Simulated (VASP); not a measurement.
Input of a VASP 6.6.1 run:

The input INCAR:

```
ALGO     = Normal         # electronic algorithm
EDIFF    = 1E-6           # SCF threshold, eV
ENCUT    = 600            # plane-wave cutoff, eV
GGA      = PE             # functional
GGA_COMPAT= False        
ISIF     = 2              # what is computed and relaxed
ISMEAR   = 0              # smearing method
LASPH    = True           # aspherical terms in the spheres
LCHARG   = False          # write CHGCAR
LREAL    = False          # projectors in reciprocal space
LWAVE    = False          # write WAVECAR
NBANDS   = 20             # bands
NELM     = 120            # most SCF steps
PREC     = Accurate       # precision mode
SIGMA    = 0.15           # smearing width, eV
```

File KPOINTS:

```
k-points
0
Gamma
  4 4 2
```

File POSCAR:

```
Al3BN2
1.0
    3.1009368574      0.0000000000      0.0000000000
   -1.5504684287      2.6854900940      0.0000000000
    0.0000000000      0.0000000000      8.5190024673
Al B N
3 1 2
Direct
    0.6666666667      0.3333333333      0.6757938412
    0.0000000000      0.0000000000     -0.0240970056
    0.3333333333      0.6666666667      0.3775616707
    0.0000000000      0.0000000000      0.2273972160
    0.6666666667      0.3333333333      0.8954013207
    0.3333333333      0.6666666667      0.5979429569
```

Potentials or basis: VASP PAW PBE potentials, release 64 (Al, B, N).

The run is started by

```bash
$ cat potpaw_PBE.64/Al/POTCAR potpaw_PBE.64/B/POTCAR potpaw_PBE.64/N/POTCAR > POTCAR
$ mpirun -np 1 vasp_std > vasp.out
```

**Question.** What does it give for the band gap on the k mesh?

**Answer.** Zero (band 11 reaches 9.58 eV, above the bottom of band 12 at 5.53 eV).

**Question.** What does it give for the largest force?

**Answer.** 0.060 eV/Å.

**Question.** What does it give for the pressure?

**Answer.** -0.2 GPa.

Forces on the atoms (eV/Å):
```
Al   0.000  0.000 -0.009
Al   0.000  0.000 -0.004
Al   0.000  0.000 -0.060
B    0.000  0.000  0.023
N    0.000  0.000  0.025
N    0.000  0.000  0.025
```

Caveat: the k points lie up to 0.58 Å⁻¹ apart.
